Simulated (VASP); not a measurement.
# NaH (Pm-3m) in VASP: single point with PBEsol

Aim: the single point of NaH with PBEsol.

Program: VASP 6.6.1. These are calculated values, not measurements. Logs are shortened: lines on timing, memory, paths and dates and some standing lists are left out, and cuts for length are marked.

### 1 The cell of the first run

It takes space group Pm-3m (No. 221, cubic). The conventional cell has a = 2.955 Å, b = 2.955 Å, c = 2.955 Å, α = 90.00°, β = 90.00°, γ = 90.00°. Na (site symmetry m-3m) has 8 H at 2.56 Å and 6 Na at 2.96 Å within 3.4 Å. H (site symmetry m-3m) has 8 Na at 2.56 Å and 6 H at 2.96 Å within 3.4 Å.

### 2 Single point, PBEsol

The input, POSCAR:

```
NaH
1.0
    2.9551240000      0.0000000000      0.0000000000
    0.0000000000      2.9551240000      0.0000000000
    0.0000000000      0.0000000000      2.9551240000
Na H
1 1
Direct
    0.0000000000      0.0000000000      0.0000000000
    0.5000000000      0.5000000000      0.5000000000
```

The input, INCAR.step1:

```
GGA = PS ; ISMEAR = 0
SIGMA = 0.03 ; LWAVE = F
LCHARG = T ; NBANDS = 20
PREC = Accurate ; LASPH = T
LREAL = F ; ALGO = Normal
EDIFF = 1E-6 ; NELM = 120
GGA_COMPAT = F ; ENCUT = 520
EFERMI = MIDGAP
```

The input, KPOINTS.step1:

```
k-points
0
Gamma
  8 8 8
```

The input, INCAR.step2:

```
GGA = PS ; ISMEAR = -5
LWAVE = F ; LCHARG = F
NBANDS = 20 ; PREC = Accurate
LASPH = T ; LREAL = F
ALGO = Normal ; EDIFF = 1E-6
NELM = 120 ; GGA_COMPAT = F
ENCUT = 520 ; EFERMI = MIDGAP
NEDOS = 4001 ; LORBIT = 11
EMIN = -15.225 ; EMAX = 9.775
ICHARG = 11
```

The input, KPOINTS.step2:

```
Automatic mesh
0
Gamma
  27 27 27
  0 0 0
```

Potentials or basis: VASP PAW PBE potentials, release 64 (Na_pv, H).

On the command line:

```console
$ cat potpaw_PBE.64/Na_pv/POTCAR potpaw_PBE.64/H/POTCAR > POTCAR
$ cp INCAR.step1 INCAR
$ cp KPOINTS.step1 KPOINTS
$ mpirun -np 1 vasp_std > vasp.out
$ cp INCAR.step2 INCAR
$ cp KPOINTS.step2 KPOINTS
$ mpirun -np 1 vasp_std > vasp.out
```

OUTCAR:

```text
GGA = PS
   ISMEAR = -5
   PREC = Accurate
   LASPH = T
   LREAL = F
   EDIFF = 1E-6
   NELM = 120
   ENCUT = 520
   EFERMI = MIDGAP
   LORBIT = 11
   EMIN = -15.225
   ICHARG = 11

 ion  position               nearest neighbor table
   1  0.000  0.000  0.000-
   2  0.500  0.500  0.500-

  LATTYP: Found a simple cubic cell.
 ALAT       =     2.9551240000

  Lattice vectors:

 A1 = (   2.9551240000,   0.0000000000,   0.0000000000)
 A2 = (   0.0000000000,   2.9551240000,   0.0000000000)
 A3 = (   0.0000000000,   0.0000000000,   2.9551240000)

Analysis of symmetry for initial positions (statically):
=====================================================================
 Subroutine PRICEL returns:
 Original cell was already a primitive cell.

 Routine SETGRP: Setting up the symmetry group for a
 simple cubic supercell.

 Subroutine GETGRP returns: Found 48 space group operations
 (whereof 48 operations were pure point group operations)
 out of a pool of 48 trial point group operations.

The static configuration has the point symmetry O_h .

Analysis of symmetry for dynamics (positions and initial velocities):
=====================================================================
 Subroutine PRICEL returns:
 Original cell was already a primitive cell.

 Routine SETGRP: Setting up the symmetry group for a
 simple cubic supercell.

 Subroutine GETGRP returns: Found 48 space group operations
 (whereof 48 operations were pure point group operations)
 out of a pool of 48 trial point group operations.

The dynamic configuration has the point symmetry O_h .

 Subroutine INISYM returns: Found 48 space group operations
 (whereof 48 operations are pure point group operations),
 and found     1 'primitive' translations

----------------------------------------------------------------------------------------

                                     Primitive cell

  volume of cell :      25.8064

  direct lattice vectors                    reciprocal lattice vectors
     2.955124000  0.000000000  0.000000000     0.338395275  0.000000000  0.000000000
     0.000000000  2.955124000  0.000000000     0.000000000  0.338395275  0.000000000
     0.000000000  0.000000000  2.955124000     0.000000000  0.000000000  0.338395275

  length of vectors
     2.955124000  2.955124000  2.955124000     0.338395275  0.338395275  0.338395275

  position of ions in fractional coordinates (direct lattice)
     0.000000000  0.000000000  0.000000000
     0.500000000  0.500000000  0.500000000

  ion indices of the primitive-cell ions
   primitive index   ion index
                 1           1
                 2           2

----------------------------------------------------------------------------------------

 KPOINTS: Automatic mesh

Automatic generation of k-mesh.
 Grid dimensions read from file:
 generate k-points for:   27   27   27

 Generating k-lattice:

  Cartesian coordinates                     Fractional coordinates (reciprocal lattice)
     0.012533158  0.000000000  0.000000000     0.037037037  0.000000000  0.000000000
     0.000000000  0.012533158  0.000000000     0.000000000  0.037037037  0.000000000
     0.000000000  0.000000000  0.012533158     0.000000000  0.000000000  0.037037037

  Length of vectors
     0.012533158  0.012533158  0.012533158

  Shift w.r.t. Gamma in fractional coordinates (k-lattice)
     0.000000000  0.000000000  0.000000000

 TETIRR: Found   9803 inequivalent tetrahedra from   118098

 Subroutine IBZKPT returns following result:
 ===========================================

 Found    560 irreducible k-points:

 Following reciprocal coordinates:
            Coordinates               Weight
  0.000000  0.000000  0.000000      1.000000
  0.037037  0.000000  0.000000      6.000000
  0.074074  0.000000  0.000000      6.000000
  0.111111  0.000000  0.000000      6.000000
  0.148148  0.000000  0.000000      6.000000
  0.185185  0.000000  0.000000      6.000000
[... 16 lines left out ...]
  0.333333  0.037037  0.000000     24.000000
  0.370370  0.037037  0.000000     24.000000
 [... further k-points ...]
   k-points           NKPTS =    560   k-points in BZ     NKDIM =    560   number of bands    NBANDS=     20
   number of dos      NEDOS =   4001   number of ions     NIONS =      2
   total plane-waves  NPLWV =  13824
   dimension x,y,z NGX =    24 NGY =   24 NGZ =   24
   dimension x,y,z NGXF=    48 NGYF=   48 NGZF=   48
   ions per type =               1   1
   NGX,Y,Z   is equivalent  to a cutoff of  13.50, 13.50, 13.50 a.u.
   NGXF,Y,Z  is equivalent  to a cutoff of  27.00, 27.00, 27.00 a.u.
 SYSTEM =  unknown system
   PREC   = accura    normal or accurate (medium, high low for compatibility)
   ISTART =      0    job   : 0-new  1-cont  2-samecut
   ICHARG =     11    charge: 1-file 2-atom 10-const
   ISPIN  =      1    spin polarized calculation?
   LNONCOLLINEAR =      F non collinear calculations
   LSORBIT =      F    spin-orbit coupling
   LASPH  =      T    aspherical Exc in radial PAW
   ENCUT  =  520.0 eV  38.22 Ry    6.18 a.u.   5.49  5.49  5.49*2*pi/ulx,y,z
   NELM   =    120;   NELMIN=  2; NELMDL=  0     # of ELM steps
   EDIFF  = 0.1E-05   stopping-criterion for ELM
   LREAL  =      F    real-space projection
   EDIFFG = 0.1E-04   stopping-criterion for IOM
   NSW    =      0    number of steps for IOM
   IBRION =     -1    ionic relax: 0-MD 1-quasi-New 2-CG
   NFREE  =      0    steps in history (QN), initial steepest desc. (CG)
   ISIF   =      2    stress and relaxation
   ISYM   =      2    0-nonsym 1-usesym 2-fastsym
   POTIM  = 0.5000    time-step for ionic-motion
   TEBEG  =    0.0;   TEEND  =   0.0 temperature during run

   SCALEE = 1.0000    scale energy and forces
   PSTRESS=    0.0 pullay stress
   NELECT =       8.0000    total number of electrons
   NUPDOWN=      -1.0000    fix difference up-down
   EMIN   = -15.22;   EMAX   =  9.78  energy-range for DOS
   EFERMI =   0.00;   METHOD = MIDGAP
   ISMEAR =    -5;   SIGMA  =   0.20  broadening in eV -4-tet -1-fermi 0-gaus
   EFERMI_NEDOS =   21; number of points for ismear=-14 and -15
   IALGO  =     38    algorithm
   IMIX   =      4    mixing-type and parameters
     AMIX     =   0.40;   BMIX     =  1.00
     AMIX_MAG =   1.60;   BMIX_MAG =  1.00
  volume/ion in A,a.u.               =      12.90        87.08
  Fermi-wavevector in a.u.,A,eV,Ry     =   1.107973  2.093765 16.702564  1.227604
  Thomas-Fermi vector in A             =   2.244494
   LORBIT       =     11    0 simple, 1 ext, 2 COOP (PROOUT), +10 PAW based schemes
   GGA     = PS    functional components
   LHFCALC =     F    Hartree Fock is set to
   AEXX    =    0.0000 exact exchange contribution
   IVDW    =     0    specifies the selected vdW correction
   LEPSILON=     F    determine dielectric tensor
   LRPA    =     F    only Hartree local field effects (RPA)

   CSHIFT  =0.1000    complex shift for real part using Kramers Kronig

   OMEGAMAX=  -1.0    maximum frequency
 non-spin polarized calculation
 Fermi weights with tetrahedron method with Bloechl corrections
  energy-cutoff  :      520.00
  volume of cell :       25.81
 maximum number of plane-waves:       739
 NGX is ok and might be reduce to    24

 number of electron       8.0000007 magnetization

 Free energy of the ion-electron system (eV)
  ---------------------------------------------------
  ext. energy  EPLUGINS =         0.00000000
  ---------------------------------------------------
  free energy    TOTEN  =        -4.78845747 eV

  energy without entropy =       -4.78845747  energy(sigma->0) =       -4.78845747

 E-fermi :   1.7751     XC(G=0):  -8.2599

 val. band max:        1.3460083682   @ k =   0.4815   0.4815   0.4815
 cond. band min:       2.2041476166   @ k =   0.4815   0.0000   0.0000
 fundamental gap:      0.8581392484
 Fermi energy:         1.7750779924

 k-point     1 :       0.0000    0.0000    0.0000
  band No.  band energies     occupation
      1     -23.1189      2.00000
      2     -23.1189      2.00000
      3     -23.1189      2.00000
      4      -4.6990      2.00000
      5      10.0121      0.00000
      6      12.0745      0.00000
[... 8 lines left out ...]
     15      29.1013      0.00000
     16      29.8160      0.00000

 k-point     2 :       0.0370    0.0000    0.0000
  band No.  band energies     occupation
      1     -23.1214      2.00000
      2     -23.1187      2.00000
      3     -23.1187      2.00000
      4      -4.6771      2.00000
      5       9.9013      0.00000
      6      11.7136      0.00000
[... 8 lines left out ...]
     15      28.9956      0.00000
     16      30.0710      0.00000

 k-point     3 :       0.0741    0.0000    0.0000
  band No.  band energies     occupation
      1     -23.1287      2.00000
      2     -23.1181      2.00000
      3     -23.1181      2.00000
      4      -4.6117      2.00000
      5       9.4970      0.00000
      6      11.2788      0.00000
[... 8 lines left out ...]
     15      28.6830      0.00000
     16      30.5182      0.00000

 k-point     4 :       0.1111    0.0000    0.0000
  band No.  band energies     occupation
      1     -23.1405      2.00000
      2     -23.1170      2.00000
      3     -23.1170      2.00000
      4      -4.5037      2.00000
      5       8.7968      0.00000
      6      11.1092      0.00000
[... 8 lines left out ...]
     15      28.2001      0.00000
     16      30.8125      0.00000

 k-point     5 :       0.1481    0.0000    0.0000
  band No.  band energies     occupation
      1     -23.1560      2.00000
      2     -23.1157      2.00000
      3     -23.1157      2.00000
      4      -4.3542      2.00000
      5       7.9616      0.00000
      6      11.1083      0.00000
[... 8 lines left out ...]
     15      27.6152      0.00000
     16      30.9820      0.00000

 k-point     6 :       0.1852    0.0000    0.0000
  band No.  band energies     occupation
      1     -23.1744      2.00000
      2     -23.1141      2.00000
      3     -23.1141      2.00000
      4      -4.1654      2.00000
      5       7.0979      0.00000
      6      11.1869      0.00000
[... 8 lines left out ...]
     15      27.4536      0.00000
     16      31.1113      0.00000
[... 267 lines left out ...]
 k-point    21 :       0.2593    0.0370    0.0000
  band No.  band energies     occupation
      1     -23.2155      2.00000
      2     -23.1128      2.00000
      3     -23.1103      2.00000
      4      -3.6621      2.00000
      5       5.4537      0.00000
      6      11.2699      0.00000
[... 8 lines left out ...]
     15      27.6909      0.00000
     16      30.7574      0.00000

 k-point    22 :       0.2963    0.0370    0.0000
  band No.  band energies     occupation
      1     -23.2361      2.00000
      2     -23.1110      2.00000
      3     -23.1084      2.00000
      4      -3.3786      2.00000
      5       4.6886      0.00000
      6      11.4324      0.00000
[... 8 lines left out ...]
     15      27.9755      0.00000
     16      30.9524      0.00000

 k-point    23 :       0.3333    0.0370    0.0000
  band No.  band energies     occupation
      1     -23.2554      2.00000
      2     -23.1093      2.00000
      3     -23.1067      2.00000
      4      -3.0783      2.00000
      5       3.9842      0.00000
      6      11.5946      0.00000
[... 8 lines left out ...]
     15      28.2847      0.00000
     16      31.1342      0.00000

 k-point    24 :       0.3704    0.0370    0.0000
  band No.  band energies     occupation
      1     -23.2721      2.00000
      2     -23.1078      2.00000
      3     -23.1053      2.00000
      4      -2.7757      2.00000
      5       3.3571      0.00000
      6      11.7445      0.00000
[... 8 lines left out ...]
     15      28.6080      0.00000
     16      31.2775      0.00000

 [... further k-points ...]

 [bands above 16 left out]

------------------------ aborting loop because EDIFF is reached ----------------------------------------

  FORCE on cell =-STRESS in cart. coord.  units (eV):
  Direction    XX          YY          ZZ          XY          YZ          ZX
  --------------------------------------------------------------------------------------
  -------------------------------------------------------------------------------------
  Total       -0.0675272     -0.0675272     -0.0675272     -0.0000000     -0.0000000      0.0000000
  in kB       -4.1923966     -4.1923966     -4.1923966     -0.0000000     -0.0000000      0.0000000
  external PRESSURE =      -4.1923966 kB  Pullay stress =       0.0000000 kB

 VOLUME and BASIS-vectors are now :
 -----------------------------------------------------------------------------
  energy-cutoff  :      520.00
  volume of cell :       25.81
      direct lattice vectors                 reciprocal lattice vectors
     2.955124000  0.000000000  0.000000000     0.338395275  0.000000000  0.000000000
     0.000000000  2.955124000  0.000000000     0.000000000  0.338395275  0.000000000
     0.000000000  0.000000000  2.955124000     0.000000000  0.000000000  0.338395275

 POSITION                                       TOTAL-FORCE (eV/Angst)
 -----------------------------------------------------------------------------------
      0.00000      0.00000      0.00000         0.000000      0.000000      0.000000
      1.47756      1.47756      1.47756         0.000000      0.000000      0.000000
 -----------------------------------------------------------------------------------
    total drift:                                0.000000     -0.000000     -0.000000

  FREE ENERGIE OF THE ION-ELECTRON SYSTEM (eV)
  ---------------------------------------------------
  free  energy   TOTEN  =        -4.7884574708 eV

  energy  without entropy=       -4.7884574708  energy(sigma->0) =       -4.78845747

 total charge

# of ion       s       p       d       tot
------------------------------------------
    1        0.055   5.988   0.000   6.043
    2        0.495   0.001   0.000   0.496
--------------------------------------------------
tot          0.550   5.989   0.000   6.539
```

Run time: 35 s. Hardware: 1 thread of Intel Xeon 6975P-C (Granite Rapids), shared host; peak memory 0.34 GiB.

Results:

```
Band gap on the k mesh                                : 0.86 eV (least direct gap 4.36 eV)
Valence electrons inside the program's atomic spheres : Na 6.04; H 0.50
```

Caveat: the PAW data sets were made with another functional, which shifts forces and pressure a little; an odd mesh through Γ misses points on the zone boundary, where band edges can lie.
